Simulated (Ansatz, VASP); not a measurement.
**Two plane-wave programs on MgO**

The input POSCAR:

```
MgO
1.0
    2.6494109092      0.0000000000      0.0000000000
    0.0000000000      2.6494109092      0.0000000000
    0.0000000000      0.0000000000      2.6494109092
Mg O
1 1
Direct
    0.0000000000      0.0000000000      0.0000000000
    0.5000000000      0.5000000000      0.5000000000
```

INCAR.step1

```
ALGO = Normal
EDIFF = 1E-5
ENCUT = 920
GGA = PE
GGA_COMPAT = False
ISMEAR = 0
LASPH = True
LCHARG = False
LREAL = False
LWAVE = True
NBANDS = 15
NELM = 120
PREC = Accurate
SIGMA = 0.02
```

Contents of INCAR.step2:

```
ALGO = Normal
EDIFF = 1E-6
ENCUT = 920
GGA_COMPAT = False
ISIF = 2
ISMEAR = 0
ISTART = 1
LASPH = True
LCHARG = False
LMIXTAU = True
LREAL = False
LWAVE = False
METAGGA = R2SCAN
NBANDS = 15
NELM = 120
PREC = Accurate
SIGMA = 0.02
```

Contents of KPOINTS:

```
k-points
0
Gamma
  10 10 10
```

Input for Ansatz:

```yaml
crystal:
  lattice:
    - [2.6494109092, 0.0, 0.0]
    - [0.0, 2.6494109092, 0.0]
    - [0.0, 0.0, 2.6494109092]
  atoms:
    - { symbol: Mg, position: [0.0, 0.0, 0.0] }
    - { symbol: O, position: [0.5, 0.5, 0.5] }
basis:
  ecutwfc: 500
kpoints:
  mp_grid: { grid: [10, 10, 10] }
hamiltonian:
  xc: r2scan
scf:
  occupations: { method: gaussian, width: 0.02 }
output:
  forces: true
  stress: true
  eigenvalues: true
  write_density: true
  write_potential: true
  elf: true
  volumetric_format: npy
```

Alike in both runs: task single point; functional r2SCAN; k mesh 10 × 10 × 10; occupations gaussian, width 0.02 eV; no spin polarisation.

```csv
,VASP,Ansatz
version,VASP 6.6.1,Ansatz 0.2.0
potentials or method,"VASP PAW PBE potentials, release 64 (Mg_sv, O), cutoff 920 eV","scalar-relativistic, plane waves, PAW"
valence electrons in the cell,16,16
```

```csv
,VASP,Ansatz,Ansatz less VASP
gap on the k mesh at the Fermi level (eV),3.24,3.21,-0.030
least direct gap on the mesh (eV),4.26,4.23,-0.030
pressure (GPa),-4.0,-4.4,-0.40
```

VASP's potentials were made for PBE, not for r2SCAN. The functional is the same, so the differences come from potentials, cutoffs and numerics.
